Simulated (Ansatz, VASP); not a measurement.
BaTa3O2 in VASP and in Ansatz

```
CELL_PARAMETERS angstrom
6.89004 0.00000 0.00000
-3.44502 5.96695 0.00000
0.00000 0.00000 2.95947
ATOMIC_POSITIONS crystal
Ba 0.00000 0.00000 0.50000
Ta 0.50000 0.00000 0.00000
Ta 0.00000 0.50000 0.00000
Ta 0.50000 0.50000 0.00000
O 0.33333 0.66667 0.00000
O 0.66667 0.33333 0.00000
```

Alike in both runs: task single point; functional PBE; k mesh 3 × 3 × 6; occupations gaussian, width 0.1 eV; collinear spin.

|  | VASP | Ansatz |
| --- | --- | --- |
| version | VASP 6.6.1 | Ansatz 0.2.0 |
| potentials or method | VASP PAW PBE potentials, release 64 (Ba_sv, Ta_pv, O), cutoff 520 eV | scalar-relativistic, plane waves, PAW |
| valence electrons in the cell | 55 | 61 |

Ansatz gave:

```
gap on the k mesh at the Fermi level (eV)                     : none
pressure (GPa)                                                : -0.3
traceless stress, the component that is largest in VASP (GPa) : 0.06
net moment per atom (μB)                                      : 0.00
```

**Question.** What did VASP give for the same quantities?

**Answer.** gap on the k mesh at the Fermi level (eV): none; pressure (GPa): 0.4; traceless stress, the component that is largest in VASP (GPa): 0.22; net moment per atom (μB): 0.00.

A gap of «none» marks a metal or a gap that the smearing closes. VASP's potentials hold 55 valence electrons a cell and Ansatz's 61, so a difference there can come from the potentials and not from the codes. Ansatz's warnings: seeded moment not kept.

Neither program's run includes spin-orbit coupling.
